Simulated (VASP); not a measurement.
# Cu3O2 (I4/mmm) in VASP: single point with PBE

Aim: the single point of Cu3O2 with PBE.

Program: VASP 6.6.1. These are calculated values, not measurements. Logs are shortened: lines on timing, memory, paths and dates and some standing lists are left out, and cuts for length are marked.

## 1. The cell of the first run

Symmetry: I4/mmm, No. 139, tetragonal system. Conventional cell: a = 4.046 Å, b = 4.046 Å, c = 7.347 Å, α = 90.00°, β = 90.00°, γ = 90.00°. Within 2.4 Å of Cu (site symmetry -4m2) lie 2 O at 1.84 Å. Within 2.7 Å of Cu (site symmetry 4/mmm) lie 4 O at 2.02 Å. O (site symmetry mmm) has 4 Cu at 1.84 to 2.02 Å within 2.4 Å.

## 2. Single point, PBE

Input file INCAR:

```
SYSTEM = Cu3O2
ALGO = Normal ; EDIFF = 1E-6
ENCUT = 520 ; GGA = PE
ISIF = 2 ; ISMEAR = 1
LASPH = .True. ; LCHARG = .False.
LREAL = .False. ; LWAVE = .False.
NBANDS = 30 ; NELM = 80
PREC = Accurate ; SIGMA = 0.15
```

Input file KPOINTS:

```
k-points
0
Gamma
  8 8 8
  0 0 0
```

Input file POSCAR:

```
Cu3O2
1.0
   -2.0229820000      2.0229820000      3.6736170000
    2.0229820000     -2.0229820000      3.6736170000
    2.0229820000      2.0229820000     -3.6736170000
Cu O
3 2
Direct
    0.2500000000      0.7500000000      0.5000000000
    0.7500000000      0.2500000000      0.5000000000
    0.0000000000      0.0000000000      0.0000000000
    0.0000000000      0.5000000000      0.5000000000
    0.5000000000      0.0000000000      0.5000000000
```

Potentials or basis: VASP PAW PBE potentials, release 64 (Cu, O).

Launch:

```
$ cat potpaw_PBE.64/Cu/POTCAR potpaw_PBE.64/O/POTCAR > POTCAR
$ mpirun -np 1 vasp_std > vasp.out
```

OUTCAR:

```text
SYSTEM = Cu3O2
   EDIFF = 1E-6
   ENCUT = 520
   GGA = PE
   ISIF = 2
   ISMEAR = 1
   LASPH = .True.
   LREAL = .False.
   NELM = 80
   PREC = Accurate

 ion  position               nearest neighbor table
   1  0.250  0.750  0.500-   4 1.84   5 1.84   3 2.73   3 2.73   3 2.73   3 2.73
   2  0.750  0.250  0.500-   4 1.84   5 1.84   3 2.73   3 2.73   3 2.73   3 2.73
   3  0.000  0.000  0.000-   4 2.02   5 2.02   4 2.02   5 2.02   2 2.73   1 2.73   1 2.73   2 2.73
                             2 2.73   1 2.73   1 2.73   2 2.73
   4  0.000  0.500  0.500-   1 1.84   2 1.84   3 2.02   3 2.02
   5  0.500  0.000  0.500-   1 1.84   2 1.84   3 2.02   3 2.02

  LATTYP: Found a body centered tetragonal cell.
 ALAT       =     4.0459640000
 C/A-ratio  =     1.8159415160

  Lattice vectors:

 A1 = (  -2.0229820000,   2.0229820000,   3.6736170000)
 A2 = (   2.0229820000,  -2.0229820000,   3.6736170000)
 A3 = (   2.0229820000,   2.0229820000,  -3.6736170000)

Analysis of symmetry for initial positions (statically):
=====================================================================
 Subroutine PRICEL returns:
 Original cell was already a primitive cell.

 Routine SETGRP: Setting up the symmetry group for a
 body centered tetragonal supercell.

 Subroutine GETGRP returns: Found 16 space group operations
 (whereof 16 operations were pure point group operations)
 out of a pool of 16 trial point group operations.

The static configuration has the point symmetry D_4h.

Analysis of symmetry for dynamics (positions and initial velocities):
=====================================================================
 Subroutine PRICEL returns:
 Original cell was already a primitive cell.

 Routine SETGRP: Setting up the symmetry group for a
 body centered tetragonal supercell.

 Subroutine GETGRP returns: Found 16 space group operations
 (whereof 16 operations were pure point group operations)
 out of a pool of 16 trial point group operations.

The dynamic configuration has the point symmetry D_4h.

 Subroutine INISYM returns: Found 16 space group operations
 (whereof 16 operations are pure point group operations),
 and found     1 'primitive' translations

----------------------------------------------------------------------------------------

                                     Primitive cell

[... 89 lines left out ...]
   ICHARG =      2    charge: 1-file 2-atom 10-const
   ISPIN  =      1    spin polarized calculation?
   LNONCOLLINEAR =      F non collinear calculations
   LSORBIT =      F    spin-orbit coupling
   LASPH  =      T    aspherical Exc in radial PAW
   ENCUT  =  520.0 eV  38.22 Ry    6.18 a.u.   8.66  8.66  8.66*2*pi/ulx,y,z
   NELM   =     80;   NELMIN=  2; NELMDL= -5     # of ELM steps
   EDIFF  = 0.1E-05   stopping-criterion for ELM
   LREAL  =      F    real-space projection
   EDIFFG = 0.1E-04   stopping-criterion for IOM
   NSW    =      0    number of steps for IOM
   IBRION =     -1    ionic relax: 0-MD 1-quasi-New 2-CG
   NFREE  =      0    steps in history (QN), initial steepest desc. (CG)
   ISIF   =      2    stress and relaxation
   ISYM   =      2    0-nonsym 1-usesym 2-fastsym
   POTIM  = 0.5000    time-step for ionic-motion
   TEBEG  =    0.0;   TEEND  =   0.0 temperature during run
   PSTRESS=    0.0 pullay stress
   NELECT =      45.0000    total number of electrons
   NUPDOWN=      -1.0000    fix difference up-down
   EMIN   =  10.00;   EMAX   =-10.00  energy-range for DOS
   EFERMI =   0.00;   METHOD = LEGACY
   ISMEAR =     1;   SIGMA  =   0.15  broadening in eV -4-tet -1-fermi 0-gaus
   EFERMI_NEDOS =   21; number of points for ismear=-14 and -15
   IALGO  =     38    algorithm
   IMIX   =      4    mixing-type and parameters
     AMIX     =   0.40;   BMIX     =  1.00
     AMIX_MAG =   1.60;   BMIX_MAG =  1.00
  volume/ion in A,a.u.               =      12.03        81.16
  Fermi-wavevector in a.u.,A,eV,Ry     =   1.486277  2.808656 30.055525  2.209019
  Thomas-Fermi vector in A             =   2.599583
   LORBIT       =      0    0 simple, 1 ext, 2 COOP (PROOUT), +10 PAW based schemes
   GGA     = PE    functional components
   LHFCALC =     F    Hartree Fock is set to
   AEXX    =    0.0000 exact exchange contribution
   IVDW    =     0    specifies the selected vdW correction
   LEPSILON=     F    determine dielectric tensor
   LRPA    =     F    only Hartree local field effects (RPA)
 non-spin polarized calculation
 Methfessel and Paxton  Order N= 1 SIGMA  =   0.15
  energy-cutoff  :      520.00
  volume of cell :       60.14
 maximum number of plane-waves:      1661
   NGX = 17   NGY = 17   NGZ = 17

 number of electron      45.0000018 magnetization

 Free energy of the ion-electron system (eV)
  ---------------------------------------------------
  ext. energy  EPLUGINS =         0.00000000
  ---------------------------------------------------
  free energy    TOTEN  =       -22.69616543 eV

  energy without entropy =      -22.69341282  energy(sigma->0) =      -22.69524789

 E-fermi :   4.3409     XC(G=0): -11.1695

 val. band max:        4.3372708059   @ k =  -0.2500   0.2500   0.0000
 cond. band min:       4.3439293020   @ k =  -0.1250  -0.2500   0.1250
 fundamental gap:      0.0066584961
 Fermi energy:         4.3409185012

 k-point     1 :       0.0000    0.0000    0.0000
  band No.  band energies     occupation
      1     -14.7595      2.00000
      2     -13.5409      2.00000
      3      -2.1667      2.00000
      4      -1.1601      2.00000
      5      -1.1601      2.00000
      6      -0.5982      2.00000
[... 781 lines left out ...]
     29      14.4105      0.00000
     30      16.9930      0.00000

 [... further k-points ...]
[... 5 lines left out ...]
  --------------------------------------------------------------------------------------
  -------------------------------------------------------------------------------------
  Total        0.5027427      0.5027427      0.7348760      0.0000000     -0.0000000      0.0000000
  in kB       13.3942509     13.3942509     19.5788313      0.0000000     -0.0000000      0.0000000
  external PRESSURE =      15.4557777 kB  Pullay stress =       0.0000000 kB

 VOLUME and BASIS-vectors are now :
 -----------------------------------------------------------------------------
  energy-cutoff  :      520.00
  volume of cell :       60.14
      direct lattice vectors                 reciprocal lattice vectors
    -2.022982000  2.022982000  3.673617000     0.000000000  0.247159886  0.136105642
     2.022982000 -2.022982000  3.673617000     0.247159886  0.000000000  0.136105642
     2.022982000  2.022982000 -3.673617000     0.247159886  0.247159886  0.000000000

 POSITION                                       TOTAL-FORCE (eV/Angst)
 -----------------------------------------------------------------------------------
      2.02298      0.00000      1.83681        -0.000000     -0.000000     -0.000000
      0.00000      2.02298      1.83681         0.000000      0.000000      0.000000
      0.00000      0.00000      0.00000        -0.000000      0.000000     -0.000000
      2.02298      0.00000      0.00000        -0.000000      0.000000     -0.000000
      0.00000      2.02298      0.00000        -0.000000      0.000000     -0.000000
 -----------------------------------------------------------------------------------
    total drift:                                0.000000      0.000000      0.000000

  FREE ENERGIE OF THE ION-ELECTRON SYSTEM (eV)
  ---------------------------------------------------
  free  energy   TOTEN  =       -22.6961654328 eV

  energy  without entropy=      -22.6934128180  energy(sigma->0) =      -22.69524789
```

stdout:

```text
POSCAR found type information on POSCAR CuO
 POSCAR found :  2 types and       5 ions
 scaLAPACK will be used
 LDA part: xc-table for (Slater+PW92), standard interpolation
 POSCAR, INCAR and KPOINTS ok, starting setup
 FFT: planning ... GRIDC
 FFT: planning ... GRID_SOFT
 FFT: planning ... GRID
 WAVECAR not read
 entering main loop
```

Wall time 2.3 min (1 thread of Intel Xeon Platinum 8375C at 2.90GHz (Ice Lake), shared host); peak memory 0.25 GiB.

What came out:

| Property | Result |
| --- | --- |
| Free energy | -22.6962 eV |
| Pressure | 1.5 GPa |

Caveat: an odd number of electrons without spin polarisation forces a metal; a magnetic or distorted state may lie lower.
